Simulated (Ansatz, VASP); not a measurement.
## One calculation of W, two programs

```
CELL_PARAMETERS angstrom
-1.59185 1.59185 1.59185
1.59185 -1.59185 1.59185
1.59185 1.59185 -1.59185
ATOMIC_POSITIONS crystal
W 0.00000 0.00000 0.00000
```

Alike in both runs: functional PBE; k mesh 18 × 18 × 18; occupations gaussian, width 0.1 eV; no spin polarisation.

Ansatz relaxed the structure, and its values are those at the end. VASP's run is a single point on that final structure, the one shown.

|  | VASP | Ansatz |
| --- | --- | --- |
| version | VASP 6.6.1 | Ansatz 0.2.0 |
| potentials or method | VASP PAW PBE potentials, release 64 (W_sv), cutoff 500 eV | scalar-relativistic, plane waves, PAW |
| valence electrons in the cell | 14 | 14 |

Ansatz gave:

```
gap on the k mesh at the Fermi level (eV) : none
pressure (GPa)                            : 0.0
```

Estimate VASP's values.

gap on the k mesh at the Fermi level (eV): none; pressure (GPa): 0.4.

A gap of «none» marks a metal or a gap that the smearing closes. The functional is the same, so the differences come from potentials, cutoffs and numerics.

Spin-orbit coupling is off throughout.
